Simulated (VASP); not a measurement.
Write the native input for VASP 6.6.1 that does the following.

* Task: single point
* Functional: PBEsol
* Potentials or basis: VASP PAW PBE potentials, release 64 (Au)
* Cutoff: 520 eV
* k mesh: 11 × 11 × 6
* Occupations: fermi-dirac, width 0.05 eV
* Spin: no spin polarisation
* Dipole correction: no
* Further INCAR settings: ALGO = Normal; EDIFF = 1e-07; NBANDS = 18

The structure of Au lies in POSCAR:

```
Au
1.0
    1.4113099650     -2.5559330250      0.0000000000
    1.4113099650      2.5559330250      0.0000000000
    0.0000000000      0.0000000000      4.8931696100
Au
2
Direct
    0.3346720300      0.6653279700      0.2500000000
    0.6653279700      0.3346720300      0.7500000000
```

These files were run (other wordings do the same):

INCAR

```
SYSTEM = Au
ALGO = Normal
EDIFF = 1E-7
ENCUT = 520
GGA = PS
ISIF = 2
ISMEAR = -1
LASPH = .TRUE.
LCHARG = .FALSE.
LREAL = .FALSE.
LWAVE = .FALSE.
NBANDS = 18
NELM = 100
PREC = Accurate
SIGMA = 0.05
```

KPOINTS

```
k-points
0
G
  11 11 6
  0 0 0
```

Potentials or basis: VASP PAW PBE potentials, release 64 (Au).

Launch:

```sh
$ cat potpaw_PBE.64/Au/POTCAR > POTCAR
$ mpirun -np 1 vasp_std > vasp.out
```

Results of the run:

```yaml
Pressure: -5.5 GPa
Largest_force: 0.020 eV/Å
Band_gap_on_the_k_mesh: zero (band 11 reaches 12.35 eV, above the bottom of band 12 at 6.19 eV)
```

Caveat: the PAW data sets were made with another functional, which shifts forces and pressure a little; spin-orbit coupling is left out, which moves the levels of the heavy elements.

Wall time 75 s on 1 thread of Intel(R) Xeon(R) Platinum 8175M CPU @ 2.50GHz (Skylake/Cascade Lake) (shared host), peak memory 0.21 GiB.
